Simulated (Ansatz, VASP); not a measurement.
**TiO2: VASP beside Ansatz**

File POSCAR:

```
TiO2
1.0
    1.4973310000      0.8644850000      7.1560826000
   -1.4973310000      0.8644850000      7.1560826000
    0.0000000000     -1.7289690000      7.1560826000
Ti O
1 2
Direct
    0.0000000000      0.0000000000      0.0000000000
    0.6204670000      0.6204670000      0.6204670000
    0.3795330000      0.3795330000      0.3795330000
```

File INCAR.step1:

```
SYSTEM = TiO2
  PREC = Accurate
  ENCUT = 520
  ISMEAR = 0
  SIGMA = 0.05
  LREAL = .FALSE.
  LASPH = .TRUE.
  NELM = 60
  NBANDS = 19
  GGA = PE
  ALGO = Normal
  EDIFF = 1E-4
  LWAVE = .TRUE.
  LCHARG = .FALSE.
```

Contents of INCAR.step2:

```
SYSTEM = TiO2
  PREC = Accurate
  ENCUT = 520
  EDIFF = 1E-7
  ISMEAR = 0
  SIGMA = 0.05
  LREAL = .FALSE.
  LASPH = .TRUE.
  NELM = 60
  ALGO = Normal
  ISIF = 2
  LWAVE = .FALSE.
  LCHARG = .FALSE.
  METAGGA = R2SCAN
  LMIXTAU = .TRUE.
  NBANDS = 19
  ISTART = 1
```

KPOINTS

```
regular mesh
0
G
  8 8 8
  0 0 0
```

Input for Ansatz:

```yaml
crystal:
  lattice:
    - [1.497331, 0.864485, 7.1560825999999995]
    - [-1.497331, 0.864485, 7.1560825999999995]
    - [0.0, -1.728969, 7.1560825999999995]
  atoms:
    - { symbol: Ti, position: [0.0, 0.0, 0.0] }
    - { symbol: O, position: [0.620467, 0.620467, 0.620467] }
    - { symbol: O, position: [0.379533, 0.379533, 0.379533] }
basis:
  ecutwfc: 520.0
kpoints:
  mp_grid:
    grid: [8, 8, 8]
hamiltonian:
  xc: r2scan
scf:
  occupations:
    method: gaussian
    width: 0.05
output:
  stress: true
```

Alike in both runs: task single point; functional r2SCAN; k mesh 8 × 8 × 8; occupations gaussian, width 0.05 eV; no spin polarisation.

```csv
,VASP,Ansatz
version,VASP 6.6.1,Ansatz 0.2.0
potentials or method,"VASP PAW PBE potentials, release 64 (Ti_sv, O), cutoff 520 eV","plane waves, PAW"
valence electrons in the cell,24,24
```

|  | VASP | Ansatz | Ansatz less VASP |
| --- | --- | --- | --- |
| pressure (GPa) | -4.6 | -5.3 | -0.73 |
| traceless stress, the component that is largest in VASP (GPa) | -0.45 | -0.04 | +0.411 |

VASP's potentials were made for PBE, not for r2SCAN.
